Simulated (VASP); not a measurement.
Wanted: the native input for a VASP 6.6.1 run.

| Quantity | Value |
| --- | --- |
| Task | single point |
| Functional | LDA |
| Potentials or basis | VASP PAW LDA potentials, release 64 (La, Al, N) |
| Cutoff | 520 eV |
| k mesh | 5 × 5 × 5 |
| Occupations | gaussian, width 0.1 eV |
| Spin | no spin polarisation |
| Dipole correction | no |
| Further INCAR settings | ALGO = Normal; EDIFF = 1e-06; NBANDS = 28 |

The structure of La3AlN lies in POSCAR:

```
La3AlN
1.0
    5.0111026956      0.0000000000      0.0000000000
    0.0000000000      5.0111026956      0.0000000000
    0.0000000000      0.0000000000      5.0111026956
La Al N
3 1 1
Direct
    0.5000000000      0.5000000000      0.0000000000
    0.0000000000      0.5000000000      0.5000000000
    0.5000000000      0.0000000000      0.5000000000
    0.0000000000      0.0000000000      0.0000000000
    0.5000000000      0.5000000000      0.5000000000
```

One way to write it, as run:

INCAR

```
PREC = Accurate
ENCUT = 520
EDIFF = 1E-6
ISMEAR = 0
SIGMA = 0.1
LREAL = False
LASPH = True
NELM = 100
ALGO = Normal
ISIF = 2
LWAVE = False
LCHARG = False
NBANDS = 28
```

KPOINTS

```
regular mesh
0
Gamma
  5 5 5
```

Potentials or basis: VASP PAW LDA potentials, release 64 (La, Al, N).

Launch:

```console
$ cat potpaw_LDA.64/La/POTCAR potpaw_LDA.64/Al/POTCAR potpaw_LDA.64/N/POTCAR > POTCAR
$ mpirun -np 1 vasp_std > vasp.out
```

It gave:

```json
{
 "Pressure": "-1.1 GPa"
}
```

Run time: 86 s on 1 thread of Intel Xeon 8259CL, on a shared host, peak memory 0.22 GiB.
